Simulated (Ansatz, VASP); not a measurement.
## SnO: VASP beside Ansatz

Contents of INCAR:

```
  ALGO = Normal
  EDIFF = 1E-7
  EDIFFG = -0.05
  ENCUT = 600
  GGA = PE
  IBRION = 2
  ISIF = 3
  ISMEAR = 0
  LASPH = True
  LCHARG = False
  LREAL = False
  LWAVE = False
  NELM = 80
  NSW = 80
  PREC = Accurate
  SIGMA = 0.1
```

Contents of KPOINTS:

```
k-points
0
Gamma
  6 6 4
```

Contents of POSCAR:

```
SnO
1.0
    3.3027895072      0.0000000000      0.0000000000
   -1.6513947536      2.8602996166      0.0000000000
    0.0000000000      0.0000000000      5.5145811002
Sn O
2 2
Direct
    0.0000000000      0.0000000000      0.0071360785
    0.3333333333      0.6666666667      0.5071361004
    0.0000000000      0.0000000000      0.3678643005
    0.3333333333      0.6666666667      0.8678645207
```

Input for Ansatz:

```yaml
crystal:
  lattice:
    - [3.3027895072, 0.0, 0.0]
    - [-1.6513947536, 2.8602996166, 0.0]
    - [0.0, 0.0, 5.5145811002]
  atoms:
    - { symbol: Sn, position: [0.0, 0.0, 0.0071360785] }
    - { symbol: Sn, position: [0.3333333333, 0.6666666667, 0.5071361004] }
    - { symbol: O, position: [0.0, 0.0, 0.3678643005] }
    - { symbol: O, position: [0.3333333333, 0.6666666667, 0.8678645207] }
basis:
  ecutwfc: 420
kpoints:
  mp_grid: { grid: [6, 6, 4] }
hamiltonian:
  xc: pbe
scf:
  occupations: { method: gaussian, width: 0.1 }
output:
  forces: true
  stress: true
  eigenvalues: true
relax:
  adjacent_minimum: "off"
  f_tol: 0.05
  max_steps: 60
  cell: { stress_tol: 0.5 }
```

Alike in both runs: task relaxation of cell and atoms; functional PBE; k mesh 6 × 6 × 4; occupations gaussian, width 0.1 eV; no spin polarisation.

```csv
,VASP,Ansatz
version,VASP 6.6.1,Ansatz 0.2.0
potentials or method,"VASP PAW PBE potentials, release 64 (Sn_d, O), cutoff 600 eV","scalar-relativistic, plane waves, PAW"
valence electrons in the cell,40,40
```

|  | VASP | Ansatz | Ansatz less VASP |
| --- | --- | --- | --- |
| gap on the k mesh at the Fermi level, each at its own relaxed structure (eV) | 0.63 | 1.48 | +0.849 |
| relaxed volume (Å³/atom) | 19.07 | 21.95 | +2.885 |
| relaxed cell length with the largest relative difference (Å) | 7.369 | 8.953 | +1.5849 |

One of these differences is far larger than is usual between the two programs; its cause wasn't traced. Ansatz's warnings: structure snapped to symmetry.

Noted on VASP's run: the volume moved by over 15 % at a fixed basis, so the end points are rough.
